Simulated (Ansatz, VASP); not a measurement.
# Ti in VASP and in Ansatz

```
Ti
1.0
     2.93874    0.00000    0.00000
    -1.46937    2.54503    0.00000
     0.00000    0.00000    4.64989
Ti
2
Direct
  0.33333 0.66667 0.25000
  0.66667 0.33333 0.75000
```

Alike in both runs: functional PBE; k mesh 18 × 18 × 10; occupations gaussian, width 0.1 eV; no spin polarisation.

Ansatz relaxed the structure, and its values are those at the end. VASP's run is a single point on that final structure, the one shown.

|  | VASP | Ansatz |
| --- | --- | --- |
| version | VASP 6.6.1 | Ansatz 0.2.0 |
| potentials or method | VASP PAW PBE potentials, release 64 (Ti_sv), cutoff 500 eV | scalar-relativistic, all-electron LAPW |

Ansatz gave:

- gap on the k mesh at the Fermi level (eV): none
- pressure (GPa): 0.0

Question: Which values does VASP return?

Answer: gap on the k mesh at the Fermi level (eV): none; pressure (GPa): -0.3.

A gap of «none» marks a metal or a gap that the smearing closes. Ansatz ran all-electron here, and VASP with PAW potentials.
